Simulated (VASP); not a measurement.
# ZnSb3 (Pm-3m) in VASP: notebook

Runs on ZnSb3. Level: PBE. Tasks: single point, relaxation of cell and atoms.

All numbers are computed with VASP 6.6.1; they aren't measurements. Logs are shortened: lines on timing, memory, paths and dates and some standing lists are left out, and cuts for length are marked.

## 1. The cell of the first run

Symmetry: Pm-3m, No. 221, cubic system. Conventional cell: a = 4.570 Å, b = 4.570 Å, c = 4.570 Å, α = 90.00°, β = 90.00°, γ = 90.00°. Within 4.3 Å of Zn (site symmetry m-3m) lie 12 Sb at 3.23 Å. Sb (site symmetry 4/mmm) has 4 Zn at 3.23 Å and 8 Sb at 3.23 Å within 4.3 Å.

## 2. Single point, PBE

INCAR reads:

```
SYSTEM = ZnSb3
  PREC = Accurate
  ENCUT = 520
  EDIFF = 1E-6
  ISMEAR = 0
  SIGMA = 0.1
  LREAL = .FALSE.
  LASPH = .TRUE.
  NELM = 80
  ALGO = Normal
  ISIF = 2
  LWAVE = .FALSE.
  LCHARG = .FALSE.
  GGA = PE
  NBANDS = 22
```

KPOINTS reads:

```
regular mesh
0
G
  4 4 4
  0 0 0
```

POSCAR reads:

```
ZnSb3
1.0
    4.5702454254      0.0000000000      0.0000000000
    0.0000000000      4.5702454254      0.0000000000
    0.0000000000      0.0000000000      4.5702454254
Zn Sb
1 3
Direct
    0.0000000000      0.0000000000      0.0000000000
    0.0000000000      0.5000000000      0.5000000000
    0.5000000000      0.0000000000      0.5000000000
    0.5000000000      0.5000000000      0.0000000000
```

Potentials or basis: VASP PAW PBE potentials, release 64 (Zn, Sb).

Command:

```
$ cat potpaw_PBE.64/Zn/POTCAR potpaw_PBE.64/Sb/POTCAR > POTCAR
$ mpirun -np 1 vasp_std > vasp.out
```

OUTCAR:

```text
SYSTEM = ZnSb3
   PREC = Accurate
   ENCUT = 520
   EDIFF = 1E-6
   ISMEAR = 0
   LREAL = .FALSE.
   LASPH = .TRUE.
   NELM = 80
   ISIF = 2
   GGA = PE

 ion  position               nearest neighbor table
   1  0.000  0.000  0.000-   2 3.23   3 3.23   4 3.23   2 3.23   3 3.23   2 3.23   4 3.23   2 3.23
                             3 3.23   4 3.23   3 3.23   4 3.23
   2  0.000  0.500  0.500-   1 3.23   3 3.23   4 3.23   1 3.23   4 3.23   1 3.23   3 3.23   1 3.23
                             3 3.23   4 3.23   4 3.23   3 3.23
   3  0.500  0.000  0.500-   1 3.23   2 3.23   4 3.23   1 3.23   4 3.23   2 3.23   4 3.23   4 3.23
                             1 3.23   2 3.23   1 3.23   2 3.23
   4  0.500  0.500  0.000-   1 3.23   2 3.23   3 3.23   2 3.23   3 3.23   1 3.23   3 3.23   3 3.23
                             1 3.23   2 3.23   2 3.23   1 3.23

  LATTYP: Found a simple cubic cell.
 ALAT       =     4.5702454254

  Lattice vectors:

 A1 = (   4.5702454254,   0.0000000000,   0.0000000000)
 A2 = (   0.0000000000,   4.5702454254,   0.0000000000)
 A3 = (   0.0000000000,   0.0000000000,   4.5702454254)

Analysis of symmetry for initial positions (statically):
=====================================================================
 Subroutine PRICEL returns:
 Original cell was already a primitive cell.

 Routine SETGRP: Setting up the symmetry group for a
 simple cubic supercell.

 Subroutine GETGRP returns: Found 48 space group operations
 (whereof 48 operations were pure point group operations)
 out of a pool of 48 trial point group operations.

The static configuration has the point symmetry O_h .

Analysis of symmetry for dynamics (positions and initial velocities):
=====================================================================
 Subroutine PRICEL returns:
 Original cell was already a primitive cell.

 Routine SETGRP: Setting up the symmetry group for a
 simple cubic supercell.

 Subroutine GETGRP returns: Found 48 space group operations
 (whereof 48 operations were pure point group operations)
 out of a pool of 48 trial point group operations.

The dynamic configuration has the point symmetry O_h .

 Subroutine INISYM returns: Found 48 space group operations
 (whereof 48 operations are pure point group operations),
 and found     1 'primitive' translations

----------------------------------------------------------------------------------------

                                     Primitive cell

  volume of cell :      95.4594

  direct lattice vectors                    reciprocal lattice vectors
     4.570245425  0.000000000  0.000000000     0.218806630  0.000000000  0.000000000
     0.000000000  4.570245425  0.000000000     0.000000000  0.218806630  0.000000000
     0.000000000  0.000000000  4.570245425     0.000000000  0.000000000  0.218806630

  length of vectors
     4.570245425  4.570245425  4.570245425     0.218806630  0.218806630  0.218806630

  position of ions in fractional coordinates (direct lattice)
     0.000000000  0.000000000  0.000000000
     0.000000000  0.500000000  0.500000000
     0.500000000  0.000000000  0.500000000
     0.500000000  0.500000000  0.000000000

  ion indices of the primitive-cell ions
   primitive index   ion index
                 1           1
                 2           2
                 3           3
                 4           4

----------------------------------------------------------------------------------------

 KPOINTS: regular mesh

Automatic generation of k-mesh.
 Grid dimensions read from file:
 generate k-points for:    4    4    4

 Generating k-lattice:

  Cartesian coordinates                     Fractional coordinates (reciprocal lattice)
     0.054701658  0.000000000  0.000000000     0.250000000  0.000000000  0.000000000
     0.000000000  0.054701658  0.000000000     0.000000000  0.250000000  0.000000000
     0.000000000  0.000000000  0.054701658     0.000000000  0.000000000  0.250000000

  Length of vectors
     0.054701658  0.054701658  0.054701658

  Shift w.r.t. Gamma in fractional coordinates (k-lattice)
     0.000000000  0.000000000  0.000000000

 Subroutine IBZKPT returns following result:
 ===========================================

 Found     10 irreducible k-points:

 Following reciprocal coordinates:
            Coordinates               Weight
  0.000000  0.000000  0.000000      1.000000
  0.250000  0.000000  0.000000      6.000000
  0.500000  0.000000  0.000000      3.000000
  0.250000  0.250000  0.000000     12.000000
  0.500000  0.250000  0.000000     12.000000
  0.500000  0.500000  0.000000      3.000000
  0.250000  0.250000  0.250000      8.000000
  0.500000  0.250000  0.250000     12.000000
  0.500000  0.500000  0.250000      6.000000
  0.500000  0.500000  0.500000      1.000000
   k-points           NKPTS =     10   k-points in BZ     NKDIM =     10   number of bands    NBANDS=     22
   number of dos      NEDOS =    301   number of ions     NIONS =      4
   total plane-waves  NPLWV =  46656
   dimension x,y,z NGX =    36 NGY =   36 NGZ =   36
   dimension x,y,z NGXF=    72 NGYF=   72 NGZF=   72
   ions per type =               1   3
   NGX,Y,Z   is equivalent  to a cutoff of  13.10, 13.10, 13.10 a.u.
   NGXF,Y,Z  is equivalent  to a cutoff of  26.19, 26.19, 26.19 a.u.
 SYSTEM =  ZnSb3
   PREC   = accura    normal or accurate (medium, high low for compatibility)
   ISTART =      0    job   : 0-new  1-cont  2-samecut
   ICHARG =      2    charge: 1-file 2-atom 10-const
   ISPIN  =      1    spin polarized calculation?
   LNONCOLLINEAR =      F non collinear calculations
   LSORBIT =      F    spin-orbit coupling
   LASPH  =      T    aspherical Exc in radial PAW
   ENCUT  =  520.0 eV  38.22 Ry    6.18 a.u.   8.50  8.50  8.50*2*pi/ulx,y,z
   NELM   =     80;   NELMIN=  2; NELMDL= -5     # of ELM steps
   EDIFF  = 0.1E-05   stopping-criterion for ELM
   LREAL  =      F    real-space projection
   EDIFFG = 0.1E-04   stopping-criterion for IOM
   NSW    =      0    number of steps for IOM
   IBRION =     -1    ionic relax: 0-MD 1-quasi-New 2-CG
   NFREE  =      0    steps in history (QN), initial steepest desc. (CG)
   ISIF   =      2    stress and relaxation
   ISYM   =      2    0-nonsym 1-usesym 2-fastsym
   POTIM  = 0.5000    time-step for ionic-motion
   TEBEG  =    0.0;   TEEND  =   0.0 temperature during run
   PSTRESS=    0.0 pullay stress
   NELECT =      27.0000    total number of electrons
   NUPDOWN=      -1.0000    fix difference up-down
   EMIN   =  10.00;   EMAX   =-10.00  energy-range for DOS
   EFERMI =   0.00;   METHOD = LEGACY
   ISMEAR =     0;   SIGMA  =   0.10  broadening in eV -4-tet -1-fermi 0-gaus
   EFERMI_NEDOS =   21; number of points for ismear=-14 and -15
   IALGO  =     38    algorithm
   IMIX   =      4    mixing-type and parameters
     AMIX     =   0.40;   BMIX     =  1.00
     AMIX_MAG =   1.60;   BMIX_MAG =  1.00
  volume/ion in A,a.u.               =      23.86       161.05
  Fermi-wavevector in a.u.,A,eV,Ry     =   1.074624  2.030745 15.712238  1.154817
  Thomas-Fermi vector in A             =   2.210458
   LORBIT       =      0    0 simple, 1 ext, 2 COOP (PROOUT), +10 PAW based schemes
   GGA     = PE    functional components
   LHFCALC =     F    Hartree Fock is set to
   AEXX    =    0.0000 exact exchange contribution
   IVDW    =     0    specifies the selected vdW correction
   LEPSILON=     F    determine dielectric tensor
   LRPA    =     F    only Hartree local field effects (RPA)
 non-spin polarized calculation
 Gauss-broadening in eV      SIGMA  =   0.10
  energy-cutoff  :      520.00
  volume of cell :       95.46
 maximum number of plane-waves:      2612
 NGX is ok and might be reduce to    36
   NGX = 17   NGY = 17   NGZ = 17

 number of electron      27.0000005 magnetization

 Free energy of the ion-electron system (eV)
  ---------------------------------------------------
  ext. energy  EPLUGINS =         0.00000000
  ---------------------------------------------------
  free energy    TOTEN  =       -12.17331374 eV

  energy without entropy =      -12.14375619  energy(sigma->0) =      -12.15853497

 E-fermi :   7.5601     XC(G=0): -10.4549

 val. band max:        7.5218086158   @ k =   0.2500   0.2500   0.0000
 cond. band min:       7.5750556083   @ k =   0.2500   0.0000   0.0000
 fundamental gap:      0.0532469924
 Fermi energy:         7.5601282400

 k-point     1 :       0.0000    0.0000    0.0000
  band No.  band energies     occupation
      1      -5.2124      2.00000
      2       0.1754      2.00000
      3       0.1754      2.00000
      4       0.9792      2.00000
      5       0.9792      2.00000
      6       0.9792      2.00000
[... 14 lines left out ...]
     21      13.3199      0.00000
     22      13.3306      0.00000

 k-point     2 :       0.2500    0.0000    0.0000
  band No.  band energies     occupation
      1      -4.7965      2.00000
      2      -1.2535      2.00000
      3       0.3853      2.00000
      4       0.9309      2.00000
      5       0.9309      2.00000
      6       0.9800      2.00000
[... 14 lines left out ...]
     21      14.4305      0.00000
     22      14.4327      0.00000

 k-point     3 :       0.5000    0.0000    0.0000
  band No.  band energies     occupation
      1      -3.9545      2.00000
      2      -2.8112      2.00000
      3       0.8216      2.00000
      4       0.8895      2.00000
      5       0.8895      2.00000
      6       0.9023      2.00000
[... 14 lines left out ...]
     21      13.0716      0.00000
     22      14.1944      0.00000
[... 126 lines left out ...]
 k-point     9 :       0.5000    0.5000    0.2500
  band No.  band energies     occupation
      1      -2.1338      2.00000
      2      -1.8791      2.00000
      3      -1.8791      2.00000
      4       0.9141      2.00000
      5       0.9877      2.00000
      6       0.9877      2.00000
[... 14 lines left out ...]
     21      14.6776      0.00000
     22      16.3600      0.00000

 k-point    10 :       0.5000    0.5000    0.5000
  band No.  band energies     occupation
      1      -1.6101      2.00000
      2      -1.6101      2.00000
      3      -1.6101      2.00000
      4       1.0165      2.00000
      5       1.0165      2.00000
      6       1.1660      2.00000
[... 14 lines left out ...]
     21      15.7005      0.00000
     22      17.0905      0.00000

------------------------ aborting loop because EDIFF is reached ----------------------------------------

  FORCE on cell =-STRESS in cart. coord.  units (eV):
  Direction    XX          YY          ZZ          XY          YZ          ZX
  --------------------------------------------------------------------------------------
  -------------------------------------------------------------------------------------
  Total        2.6556039      2.6556039      2.6556039     -0.0000000     -0.0000000      0.0000000
  in kB       44.5713017     44.5713017     44.5713017     -0.0000000     -0.0000000      0.0000000
  external PRESSURE =      44.5713017 kB  Pullay stress =       0.0000000 kB

 VOLUME and BASIS-vectors are now :
 -----------------------------------------------------------------------------
  energy-cutoff  :      520.00
  volume of cell :       95.46
      direct lattice vectors                 reciprocal lattice vectors
     4.570245425  0.000000000  0.000000000     0.218806630  0.000000000  0.000000000
     0.000000000  4.570245425  0.000000000     0.000000000  0.218806630  0.000000000
     0.000000000  0.000000000  4.570245425     0.000000000  0.000000000  0.218806630

 POSITION                                       TOTAL-FORCE (eV/Angst)
 -----------------------------------------------------------------------------------
      0.00000      0.00000      0.00000         0.000000      0.000000      0.000000
      0.00000      2.28512      2.28512         0.000000      0.000000      0.000000
      2.28512      0.00000      2.28512         0.000000      0.000000      0.000000
      2.28512      2.28512      0.00000         0.000000      0.000000      0.000000
 -----------------------------------------------------------------------------------
    total drift:                               -0.000000     -0.000000     -0.000000

  FREE ENERGIE OF THE ION-ELECTRON SYSTEM (eV)
  ---------------------------------------------------
  free  energy   TOTEN  =       -12.1733137406 eV

  energy  without entropy=      -12.1437561932  energy(sigma->0) =      -12.15853497
```

Run time: 13 s. Hardware: 1 thread of AMD EPYC 7R13 (Zen 3), shared host; peak memory 0.18 GiB.

What came out:

| Property | Result |
| --- | --- |
| Free energy | -12.1733 eV |
| Pressure | 4.5 GPa |

Levels at points of the mesh, in eV from the Fermi level:
| k point | band 9 | band 10 | band 11 | band 12 | band 13 | band 14 | band 15 | band 16 | band 17 | band 18 |
| --- | --- | --- | --- | --- | --- | --- | --- | --- | --- | --- |
| (0.00, 0.00, 0.00) | -4.45 | -4.45 | -4.45 | -2.02 | 1.09 | 1.09 | 1.09 | 2.63 | 2.63 | 2.63 |
| (0.50, 0.00, 0.00) | -2.97 | -2.97 | -2.76 | -1.72 | -1.72 | -0.73 | -0.69 | 2.97 | 2.97 | 3.49 |
| (0.50, 0.50, 0.00) | -5.91 | -2.31 | -1.38 | -0.88 | -0.88 | -0.76 | -0.76 | 0.95 | 2.23 | 4.19 |
| (0.50, 0.50, 0.50) | -6.39 | -5.03 | -5.03 | -5.03 | -3.15 | 4.48 | 4.48 | 4.95 | 4.95 | 4.95 |

Caveat: spin-orbit coupling is left out, which moves the levels of the heavy elements.

[end of part 1 of 3]
